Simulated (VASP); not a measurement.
**Al3InAs4: relaxation of cell and atoms with PBE**

Crystal: Al3InAs4.

```xyz
8
Lattice="5.8355 0.0000 0.0000 0.0000 5.8355 0.0000 0.0000 0.0000 5.8355" Properties=species:S:1:pos:R:3 pbc="T T T"
Al    2.9177    0.0000    0.0000
Al    0.0000    0.0000    2.9177
Al    0.0000    2.9177    0.0000
In    2.9177    2.9177    2.9177
As    4.4387    1.3968    4.4387
As    4.4387    4.4387    1.3968
As    1.3968    1.3968    1.3968
As    1.3968    4.4387    4.4387
```

- Program: VASP 6.6.1
- Task: relaxation of cell and atoms
- Functional: PBE
- Potentials or basis: VASP PAW PBE potentials, release 64 (Al, In_d, As)
- Cutoff: 600 eV
- k mesh: 6 × 6 × 6
- Occupations: gaussian, width 0.02 eV
- Spin: no spin polarisation
- Dipole correction: no
- Further INCAR settings: ALGO = Normal; EDIFF = 1e-07; IBRION = 2; EDIFFG = -0.01; NSW = 100; ISIF = 3

```yaml
Relaxed_volume: 24.92 Å³/atom
Relaxed_cell: a = 5.842 Å, b = 5.842 Å, c = 5.842 Å, α = 90.00°, β = 90.00°, γ = 90.00°
Space_group_after_relaxing_to_0.1_Å: P-43m (No. 215)
Energy_gained_by_relaxing: 0.0 meV/atom
Ionic_steps: 2
Pressure_after_relaxing: -0.1 GPa
Band_gap_on_the_k_mesh: 1.14 eV
```

The path:
| step | energy change (eV) | largest force (eV/Å) | pressure (GPa) | volume (Å³) |
| --- | --- | --- | --- | --- |
| 1 | 0.0000 | 0.0076 | 0.15 | 198.72 |
| 2 | -0.0002 | 0.0013 | -0.06 | 199.37 |

Final structure:
```cif
data_structure
_symmetry_space_group_name_H-M 'P 1'
_symmetry_Int_Tables_number 1
_cell_length_a 5.8419
_cell_length_b 5.8419
_cell_length_c 5.8419
_cell_angle_alpha 90.000
_cell_angle_beta 90.000
_cell_angle_gamma 90.000
_cell_volume 199.37
loop_
_atom_site_label
_atom_site_type_symbol
_atom_site_fract_x
_atom_site_fract_y
_atom_site_fract_z
_atom_site_occupancy
Al1 Al 0.50000 0.00000 0.00000 1
Al2 Al 0.00000 0.00000 0.50000 1
Al3 Al 0.00000 0.50000 0.00000 1
In1 In 0.50000 0.50000 0.50000 1
As1 As 0.76067 0.23933 0.76067 1
As2 As 0.76067 0.76067 0.23933 1
As3 As 0.23933 0.23933 0.23933 1
As4 As 0.23933 0.76067 0.76067 1
```

Levels at points of the mesh, in eV from the valence-band top:
```tsv
k point	band 19	band 20	band 21	band 22	band 23	band 24
(0.00, 0.00, 0.00)	0.00	0.00	0.00	1.14	1.63	1.63
(0.50, 0.00, 0.00)	-1.43	-1.06	-1.06	2.38	2.63	3.27
(0.50, 0.50, 0.00)	-0.87	-0.69	-0.69	2.95	2.95	3.07
(0.50, 0.50, 0.50)	-0.51	-0.51	-0.51	1.42	1.77	1.77
```

Wall time 2.2 min on 1 thread of AMD EPYC 9R45 96-Core Processor (Zen 5), on a shared host, peak memory 0.39 GiB.

Caveat: spin-orbit coupling is left out, which moves the levels of the heavy elements. A k mesh can miss the band edges.
